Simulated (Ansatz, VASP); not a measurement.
## Ge2W3 in VASP and in Ansatz

```xyz
5
Lattice="4.2871 0.0000 0.0000 -2.1436 3.7128 0.0000 0.0000 0.0000 5.3504" Properties=species:S:1:pos:R:3 pbc="T T T"
Ge    0.0000    2.4752    1.0530
Ge    2.1436    1.2376    4.2974
W     0.0000    0.0000    0.0000
W     0.0000    2.4752    3.6481
W     2.1436    1.2376    1.7023
```

Change from the starting cell: species swapped into the Ga3Pt2 type (P-3m1, No. 164).

Alike in both runs: functional PBE; k mesh 6 × 6 × 4; occupations gaussian, width 0.1 eV; no spin polarisation.

Ansatz relaxed the structure, and its values are those at the end. VASP's run is a single point on that final structure, the one shown.

|  | VASP | Ansatz |
| --- | --- | --- |
| version | VASP 6.6.1 | Ansatz 0.2.0 |
| potentials or method | VASP PAW PBE potentials, release 64 (Ge_d, W_sv), cutoff 500 eV | scalar-relativistic, plane waves, PAW |
| valence electrons in the cell | 70 | 70 |

Ansatz gave:

| Property | Result |
| --- | --- |
| gap on the k mesh at the Fermi level (eV) | none |
| pressure (GPa) | 0.3 |

Question: What did VASP give for the same quantities?

Answer: gap on the k mesh at the Fermi level (eV): none; pressure (GPa): 0.6.

A gap of «none» marks a metal or a gap that the smearing closes. With one functional, cell and mesh, what is left measures potentials, basis and numerics.

Neither program's run includes spin-orbit coupling.
